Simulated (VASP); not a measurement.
A run of VASP 6.6.1 is set up as follows.

POSCAR

```
BiTe
1.0
    0.0121312500      3.2350000000      3.2350000000
    3.2350000000      0.0121312500      3.2350000000
    3.2471312500      3.2471312500      0.0000000000
Bi Te
1 1
Direct
    0.0000000000      0.0000000000      0.0000000000
    0.5000000000      0.5000000000      0.5000000000
```

Contents of INCAR.step1:

```
ALGO     = Normal         # electronic algorithm
EDIFF    = 1E-4           # SCF threshold, eV
ENCUT    = 520            # plane-wave cutoff, eV
GGA      = PE             # functional
ISMEAR   = 0              # smearing method
LASPH    = True           # aspherical terms in the spheres
LCHARG   = False          # write CHGCAR
LREAL    = False          # projectors in reciprocal space
LWAVE    = True           # write WAVECAR
NBANDS   = 18             # bands
NELM     = 100            # most SCF steps
PREC     = Accurate       # precision mode
SIGMA    = 0.15           # smearing width, eV
```

File INCAR.step2:

```
ALGO     = Normal         # electronic algorithm
EDIFF    = 1E-6           # SCF threshold, eV
ENCUT    = 520            # plane-wave cutoff, eV
ISIF     = 2              # what is computed and relaxed
ISMEAR   = 0              # smearing method
ISTART   = 1            
LASPH    = True           # aspherical terms in the spheres
LCHARG   = False          # write CHGCAR
LMIXTAU  = True         
LREAL    = False          # projectors in reciprocal space
LWAVE    = False          # write WAVECAR
METAGGA  = R2SCAN         # meta-GGA
NBANDS   = 18             # bands
NELM     = 100            # most SCF steps
PREC     = Accurate       # precision mode
SIGMA    = 0.15           # smearing width, eV
```

The input KPOINTS:

```
k-points
0
Gamma
  14 14 14
```

Potentials or basis: VASP PAW PBE potentials, release 64 (Bi_d, Te).

Launch:

```sh
$ cat potpaw_PBE.64/Bi_d/POTCAR potpaw_PBE.64/Te/POTCAR > POTCAR
$ cp INCAR.step1 INCAR
$ mpirun -np 1 vasp_std > vasp.out
$ cp INCAR.step2 INCAR
$ mpirun -np 1 vasp_std > vasp.out
```

(1) Estimate the pressure.

(2) Predict the band gap on the k mesh.

Results:

(1) 0.0 GPa.

(2) zero (an odd number of electrons rules out a gap without spin polarisation).

Caveat: the cell differs from its parent crystal (strain +0.0075 x Voigt [0, 0, 0, 0, 0, 1]); the PAW data sets were made with another functional, which shifts forces and pressure a little; spin-orbit coupling is left out, which moves the levels of the heavy elements.
